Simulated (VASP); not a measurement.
# TaN (I4/mmm) in VASP: single point with PBEsol

Aim: the single point of TaN with PBEsol.

All numbers are computed with VASP 6.6.1; they aren't measurements. Logs are shortened: lines on timing, memory, paths and dates and some standing lists are left out, and cuts for length are marked.

## 1. The cell of the first run

It takes space group I4/mmm (No. 139, tetragonal). Conventional cell: a = 3.094 Å, b = 3.094 Å, c = 4.212 Å, α = 90.00°, β = 90.00°, γ = 90.00°. Within 2.8 Å of Ta (site symmetry 4/mmm) lie 6 N at 2.11 to 2.19 Å. Within 2.8 Å of N (site symmetry 4/mmm) lie 6 Ta at 2.11 to 2.19 Å.

## 2. Single point, PBEsol (strain -0.0375 x Voigt [0, 1, 0, 0, 0, 0])

File INCAR:

```
SYSTEM = TaN
PREC = Accurate
ENCUT = 700
EDIFF = 1E-6
ISMEAR = 0
SIGMA = 0.15
LREAL = .False.
LASPH = .True.
NELM = 120
ALGO = Normal
ISIF = 2
LWAVE = .False.
LCHARG = .False.
GGA = PS
NBANDS = 16
GGA_COMPAT = .False.
```

File KPOINTS:

```
regular mesh
0
Gamma
  24 24 24
  0 0 0
```

File POSCAR:

```
TaN
1.0
    0.0000000000      2.1058005290      2.1878447055
    2.1878447055      0.0000000000      2.1878447055
    2.1878447055      2.1058005290      0.0000000000
Ta N
1 1
Direct
    0.5000000000      0.5000000000      0.5000000000
    0.0000000000      0.0000000000      0.0000000000
```

Potentials or basis: VASP PAW PBE potentials, release 64 (Ta_sv_GW, N).

Launch:

```
$ cat potpaw_PBE.64/Ta_sv_GW/POTCAR potpaw_PBE.64/N/POTCAR > POTCAR
$ mpirun -np 1 vasp_std > vasp.out
```

OUTCAR:

```text
SYSTEM = TaN
   PREC = Accurate
   ENCUT = 700
   EDIFF = 1E-6
   ISMEAR = 0
   LREAL = .False.
   LASPH = .True.
   NELM = 120
   ISIF = 2
   GGA = PS

 ion  position               nearest neighbor table
   1  0.500  0.500  0.500-   2 2.11   2 2.11   2 2.19   2 2.19   2 2.19   2 2.19
   2  0.000  0.000  0.000-   1 2.11   1 2.11   1 2.19   1 2.19   1 2.19   1 2.19

  LATTYP: Found a body centered tetragonal cell.
 ALAT       =     3.0940796549
 C/A-ratio  =     1.3611805538

  Lattice vectors:

 A1 = (   0.0000000000,  -2.1058005290,   2.1878447055)
 A2 = (   0.0000000000,  -2.1058005290,  -2.1878447055)
 A3 = (   2.1878447055,   2.1058005290,   0.0000000000)

Analysis of symmetry for initial positions (statically):
=====================================================================
 Subroutine PRICEL returns:
 Original cell was already a primitive cell.

 Routine SETGRP: Setting up the symmetry group for a
 body centered tetragonal supercell.

 Subroutine GETGRP returns: Found 16 space group operations
 (whereof 16 operations were pure point group operations)
 out of a pool of 16 trial point group operations.

The static configuration has the point symmetry D_4h.

Analysis of symmetry for dynamics (positions and initial velocities):
=====================================================================
 Subroutine PRICEL returns:
 Original cell was already a primitive cell.

 Routine SETGRP: Setting up the symmetry group for a
 body centered tetragonal supercell.

 Subroutine GETGRP returns: Found 16 space group operations
 (whereof 16 operations were pure point group operations)
 out of a pool of 16 trial point group operations.

The dynamic configuration has the point symmetry D_4h.

 Subroutine INISYM returns: Found 16 space group operations
 (whereof 16 operations are pure point group operations),
 and found     1 'primitive' translations

----------------------------------------------------------------------------------------

                                     Primitive cell

  volume of cell :      20.1595

  direct lattice vectors                    reciprocal lattice vectors
     0.000000000  2.105800529  2.187844705    -0.228535416  0.237439393  0.228535416
     2.187844705  0.000000000  2.187844705     0.228535416 -0.237439393  0.228535416
     2.187844705  2.105800529  0.000000000     0.228535416  0.237439393 -0.228535416

  length of vectors
     3.036619885  3.094079655  3.036619885     0.401041567  0.401041567  0.401041567

  position of ions in fractional coordinates (direct lattice)
     0.500000000  0.500000000  0.500000000
     0.000000000  0.000000000  0.000000000

  ion indices of the primitive-cell ions
   primitive index   ion index
                 1           1
                 2           2

----------------------------------------------------------------------------------------

 KPOINTS: regular mesh

Automatic generation of k-mesh.
 Grid dimensions read from file:
 generate k-points for:   24   24   24

 Generating k-lattice:

  Cartesian coordinates                     Fractional coordinates (reciprocal lattice)
    -0.009522309  0.009893308  0.009522309     0.041666667  0.000000000 -0.000000000
     0.009522309 -0.009893308  0.009522309     0.000000000  0.041666667  0.000000000
     0.009522309  0.009893308 -0.009522309    -0.000000000  0.000000000  0.041666667

  Length of vectors
     0.016710065  0.016710065  0.016710065

  Shift w.r.t. Gamma in fractional coordinates (k-lattice)
     0.000000000  0.000000000  0.000000000

 Subroutine IBZKPT returns following result:
 ===========================================

 Found   1063 irreducible k-points:

 Following reciprocal coordinates:
            Coordinates               Weight
  0.000000  0.000000  0.000000      1.000000
  0.041667  0.000000  0.000000      8.000000
  0.083333  0.000000  0.000000      8.000000
  0.125000  0.000000  0.000000      8.000000
  0.166667  0.000000  0.000000      8.000000
  0.208333  0.000000  0.000000      8.000000
[... 16 lines left out ...]
  0.416667  0.041667  0.000000     16.000000
  0.458333  0.041667 -0.000000     16.000000
 [... further k-points ...]
   k-points           NKPTS =   1063   k-points in BZ     NKDIM =   1063   number of bands    NBANDS=     16
   number of dos      NEDOS =    301   number of ions     NIONS =      2
   total plane-waves  NPLWV =  21952
   dimension x,y,z NGX =    28 NGY =   28 NGZ =   28
   dimension x,y,z NGXF=    56 NGYF=   56 NGZF=   56
   ions per type =               1   1
   NGX,Y,Z   is equivalent  to a cutoff of  15.33, 15.04, 15.33 a.u.
   NGXF,Y,Z  is equivalent  to a cutoff of  30.66, 30.09, 30.66 a.u.
 SYSTEM =  TaN
   PREC   = accura    normal or accurate (medium, high low for compatibility)
   ISTART =      0    job   : 0-new  1-cont  2-samecut
   ICHARG =      2    charge: 1-file 2-atom 10-const
   ISPIN  =      1    spin polarized calculation?
   LNONCOLLINEAR =      F non collinear calculations
   LSORBIT =      F    spin-orbit coupling
   LASPH  =      T    aspherical Exc in radial PAW
   ENCUT  =  700.0 eV  51.45 Ry    7.17 a.u.   6.55  6.67  6.55*2*pi/ulx,y,z
   NELM   =    120;   NELMIN=  2; NELMDL= -5     # of ELM steps
   EDIFF  = 0.1E-05   stopping-criterion for ELM
   LREAL  =      F    real-space projection
   EDIFFG = 0.1E-04   stopping-criterion for IOM
   NSW    =      0    number of steps for IOM
   IBRION =     -1    ionic relax: 0-MD 1-quasi-New 2-CG
   NFREE  =      0    steps in history (QN), initial steepest desc. (CG)
   ISIF   =      2    stress and relaxation
   ISYM   =      2    0-nonsym 1-usesym 2-fastsym
   POTIM  = 0.5000    time-step for ionic-motion
   TEBEG  =    0.0;   TEEND  =   0.0 temperature during run
   PSTRESS=    0.0 pullay stress
   NELECT =      18.0000    total number of electrons
   NUPDOWN=      -1.0000    fix difference up-down
   EMIN   =  10.00;   EMAX   =-10.00  energy-range for DOS
   EFERMI =   0.00;   METHOD = LEGACY
   ISMEAR =     0;   SIGMA  =   0.15  broadening in eV -4-tet -1-fermi 0-gaus
   EFERMI_NEDOS =   21; number of points for ismear=-14 and -15
   IALGO  =     38    algorithm
   IMIX   =      4    mixing-type and parameters
     AMIX     =   0.40;   BMIX     =  1.00
     AMIX_MAG =   1.60;   BMIX_MAG =  1.00
  volume/ion in A,a.u.               =      10.08        68.02
  Fermi-wavevector in a.u.,A,eV,Ry     =   1.576421  2.979004 33.811889  2.485104
  Thomas-Fermi vector in A             =   2.677257
   LORBIT       =      0    0 simple, 1 ext, 2 COOP (PROOUT), +10 PAW based schemes
   GGA     = PS    functional components
   LHFCALC =     F    Hartree Fock is set to
   AEXX    =    0.0000 exact exchange contribution
   IVDW    =     0    specifies the selected vdW correction
   LEPSILON=     F    determine dielectric tensor
   LRPA    =     F    only Hartree local field effects (RPA)
 non-spin polarized calculation
 Gauss-broadening in eV      SIGMA  =   0.15
  energy-cutoff  :      700.00
  volume of cell :       20.16
 maximum number of plane-waves:       871
   NGX = 13   NGY = 13   NGZ = 13

 number of electron      17.9999999 magnetization

 Free energy of the ion-electron system (eV)
  ---------------------------------------------------
  ext. energy  EPLUGINS =         0.00000000
  ---------------------------------------------------
  free energy    TOTEN  =       -25.68015904 eV

  energy without entropy =      -25.67141904  energy(sigma->0) =      -25.67578904

 E-fermi :  14.4841     XC(G=0): -14.2711

 val. band max:       14.4839995374   @ k =   0.2917  -0.3333   0.0417
 cond. band min:      14.4887805893   @ k =   0.2083   0.3750   0.1667
 fundamental gap:      0.0047810519
 Fermi energy:        14.4840996232

 k-point     1 :       0.0000    0.0000    0.0000
  band No.  band energies     occupation
      1     -54.9216      2.00000
      2     -21.0896      2.00000
      3     -21.0896      2.00000
      4     -21.0884      2.00000
      5      -4.7523      2.00000
      6      10.4635      2.00000
[... 8 lines left out ...]
     15      23.6399      0.00000
     16      38.8743      0.00000

 k-point     2 :       0.0417    0.0000    0.0000
  band No.  band energies     occupation
      1     -54.9204      2.00000
      2     -21.1089      2.00000
      3     -21.0918      2.00000
      4     -21.0900      2.00000
      5      -4.7046      2.00000
      6      10.2228      2.00000
[... 8 lines left out ...]
     15      23.7809      0.00000
     16      38.2772      0.00000

 k-point     3 :       0.0833    0.0000    0.0000
  band No.  band energies     occupation
      1     -54.9167      2.00000
      2     -21.1665      2.00000
      3     -21.0983      2.00000
      4     -21.0934      2.00000
      5      -4.5639      2.00000
      6       9.6369      2.00000
[... 8 lines left out ...]
     15      24.1906      0.00000
     16      36.9553      0.00000

 k-point     4 :       0.1250    0.0000    0.0000
  band No.  band energies     occupation
      1     -54.9109      2.00000
      2     -21.2568      2.00000
      3     -21.1087      2.00000
      4     -21.0989      2.00000
      5      -4.3373      2.00000
      6       8.9007      2.00000
[... 8 lines left out ...]
     15      24.8284      0.00000
     16      35.4614      0.00000
[... 324 lines left out ...]
 k-point    22 :       0.3750    0.0417    0.0000
  band No.  band energies     occupation
      1     -54.8607      2.00000
      2     -21.9624      2.00000
      3     -21.1990      2.00000
      4     -21.1559      2.00000
      5      -2.1622      2.00000
      6       4.7481      2.00000
[... 8 lines left out ...]
     15      26.7868      0.00000
     16      28.9175      0.00000

 k-point    23 :       0.4167    0.0417    0.0000
  band No.  band energies     occupation
      1     -54.8542      2.00000
      2     -22.0490      2.00000
      3     -21.2114      2.00000
      4     -21.1608      2.00000
      5      -1.7990      2.00000
      6       4.2534      2.00000
[... 8 lines left out ...]
     15      26.6718      0.00000
     16      27.9004      0.00000

 k-point    24 :       0.4583    0.0417   -0.0000
  band No.  band energies     occupation
      1     -54.8497      2.00000
      2     -22.1079      2.00000
      3     -21.2208      2.00000
      4     -21.1632      2.00000
      5      -1.5225      2.00000
      6       3.8937      2.00000
[... 8 lines left out ...]
     15      26.6378      0.00000
     16      27.1573      0.00000

 [... further k-points ...]

------------------------ aborting loop because EDIFF is reached ----------------------------------------

  FORCE on cell =-STRESS in cart. coord.  units (eV):
  Direction    XX          YY          ZZ          XY          YZ          ZX
  --------------------------------------------------------------------------------------
  -------------------------------------------------------------------------------------
  Total        0.7446577      4.6977823      0.7446577      0.0000000      0.0000000      0.0000000
  in kB       59.1816512    373.3561067     59.1816512      0.0000000      0.0000000      0.0000000
  external PRESSURE =     163.9064697 kB  Pullay stress =       0.0000000 kB

 VOLUME and BASIS-vectors are now :
 -----------------------------------------------------------------------------
  energy-cutoff  :      700.00
  volume of cell :       20.16
      direct lattice vectors                 reciprocal lattice vectors
     0.000000000  2.105800529  2.187844705    -0.228535416  0.237439393  0.228535416
     2.187844705  0.000000000  2.187844705     0.228535416 -0.237439393  0.228535416
     2.187844705  2.105800529  0.000000000     0.228535416  0.237439393 -0.228535416

 POSITION                                       TOTAL-FORCE (eV/Angst)
 -----------------------------------------------------------------------------------
      2.18784      2.10580      2.18784         0.000000      0.000000     -0.000000
      0.00000      0.00000      0.00000         0.000000      0.000000      0.000000
 -----------------------------------------------------------------------------------
    total drift:                                0.000000      0.000000      0.000000

  FREE ENERGIE OF THE ION-ELECTRON SYSTEM (eV)
  ---------------------------------------------------
  free  energy   TOTEN  =       -25.6801590385 eV

  energy  without entropy=      -25.6714190376  energy(sigma->0) =      -25.67578904
```

Run time: 7.6 min. Hardware: 1 thread of AMD EPYC 7R13 (Zen 3), shared host; peak memory 0.64 GiB.

What came out:

* Free energy: -25.6802 eV
* Pressure: 16.4 GPa
* Band gap on the k mesh: zero (bands 9 and 10 overlap by 4.32 eV)

Caveat: the cell differs from its parent crystal (strain -0.0375 x Voigt [0, 1, 0, 0, 0, 0]); the stress differs along the axes, from 6 to 37 GPa; the PAW data sets were made with another functional, which shifts forces and pressure a little; spin-orbit coupling is left out, which moves the levels of the heavy elements.
